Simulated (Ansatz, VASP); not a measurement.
# Two plane-wave programs on Zn

The input INCAR:

```
SYSTEM = Zn
ALGO     = Normal         ! electronic algorithm
EDIFF    = 1E-7           ! SCF threshold, eV
ENCUT    = 520            ! plane-wave cutoff, eV
GGA      = PE             ! functional
ISIF     = 2              ! what is computed and relaxed
ISMEAR   = -1             ! smearing method
LASPH    = .TRUE.         ! aspherical terms in the spheres
LCHARG   = .TRUE.         ! write CHGCAR
LELF     = .TRUE.         ! ELF
LREAL    = .FALSE.        ! projectors in reciprocal space
LVHAR    = .TRUE.       
LWAVE    = .FALSE.        ! write WAVECAR
NBANDS   = 19             ! bands
NELM     = 100            ! most SCF steps
PREC     = Accurate       ! precision mode
SIGMA    = 0.1            ! smearing width, eV
```

Contents of KPOINTS:

```
k-points
0
G
  16 16 16
  0 0 0
```

Contents of POSCAR:

```
Zn
1.0
   -2.6024249330      2.6024249330      1.2798018317
    2.6024249330     -2.6024249330      1.2798018317
    2.6024249330      2.6024249330     -1.2798018317
Zn
2
Direct
   -0.3750000000     -0.1250000000     -0.2500000000
    0.3750000000      0.1250000000      0.2500000000
```

Input for Ansatz:

```yaml
crystal:
  lattice:
    - [-2.602424933, 2.602424933, 1.2798018317]
    - [2.602424933, -2.602424933, 1.2798018317]
    - [2.602424933, 2.602424933, -1.2798018317]
  atoms:
    - { symbol: Zn, position: [-0.375, -0.125, -0.25] }
    - { symbol: Zn, position: [0.375, 0.125, 0.25] }
kpoints:
  mp_grid: { grid: [16, 16, 16] }
  band_path:
    path:
      - [0.0, 0.0, 0.0]
      - [0.0, 0.0, 0.5]
      - [-0.5, 0.5, 0.5]
      - [0.0, 0.0, 0.0]
      - [0.3104601251, 0.3104601251, -0.3104601251]
      - [-0.3104601251, 0.6895398749, 0.3104601251]
      - [-0.5, 0.5, 0.5]
      - [0.0, 0.0, 0.5]
      - [0.25, 0.25, 0.25]
    npoints: 8
scf:
  occupations: { method: fermi_dirac, width: 0.1 }
hamiltonian:
  xc: pbe
  pseudopotentials: { kind: paw }
output:
  forces: true
  stress: true
  eigenvalues: true
  populations: true
  dos: { projected: true, de: 0.2, e_range: [-14, 8] }
```

Change from the starting cell: volume scaled by 1, PAW files.

Alike in both runs: task single point; functional PBE; k mesh 16 × 16 × 16; occupations fermi-dirac, width 0.1 eV; no spin polarisation.

|  | VASP | Ansatz |
| --- | --- | --- |
| version | VASP 6.6.1 | Ansatz 0.2.0 |
| potentials or method | VASP PAW PBE potentials, release 64 (Zn) | PAW with Ansatz's default frozen-core files, scalar-relativistic |
| plane-wave cutoff (eV) | 520 | 420 |
| valence electrons in the cell | 24 | 24 |

VASP gave:

| Quantity | Value |
| --- | --- |
| pressure (GPa) | 0.2 |
| traceless stress, the component that is largest in VASP (GPa) | 0.08 |

Problem. Estimate Ansatz's values.

Solution. Pressure (GPa): 0.0; traceless stress, the component that is largest in VASP (GPa): 0.00.
